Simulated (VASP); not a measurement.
Runs of VASP 6.6.1 on CaMg. The structure is that of space group P4/mmm (No. 123), or close to it. The cells are those of the table. 

```csv
cell,further INCAR settings,gap on the mesh (eV),pressure (GPa)
"a = 3.599, b = 3.599, c = 4.434 Å, 2 atoms",ALGO = Fast; EDIFF = 1e-06; NBANDS = 13,none,-0.1
"a = 4.084, b = 4.084, c = 3.810 Å, 2 atoms",ALGO = Fast; EDIFF = 1e-06; NBANDS = 13,none,-2.5
"a = 4.246, b = 4.246, c = 3.695 Å, 2 atoms",ALGO = Fast; EDIFF = 1e-06; NBANDS = 13,none,(a)
"a = 3.723, b = 3.723, c = 4.586 Å, 2 atoms",ALGO = Fast; EDIFF = 1e-07; NBANDS = 13,none,-2.5
"a = 3.416, b = 3.416, c = 5.184 Å, 2 atoms",ALGO = Fast; EDIFF = 1e-06; NBANDS = 13,none,-1.4
```

Alike in all rows: task single point; level LDA; potentials or basis VASP PAW LDA potentials, release 64 (Ca_sv, Mg); no spin polarisation; k mesh 14 × 14 × 14; cutoff (eV) 520; smearing gaussian 0.15 eV.

Q: Estimate the missing entries.

A: (a) -3.3.

Caveats: the cell stands under tension (at least some runs).

A gap of «none» marks levels without a gap at the run's occupations.
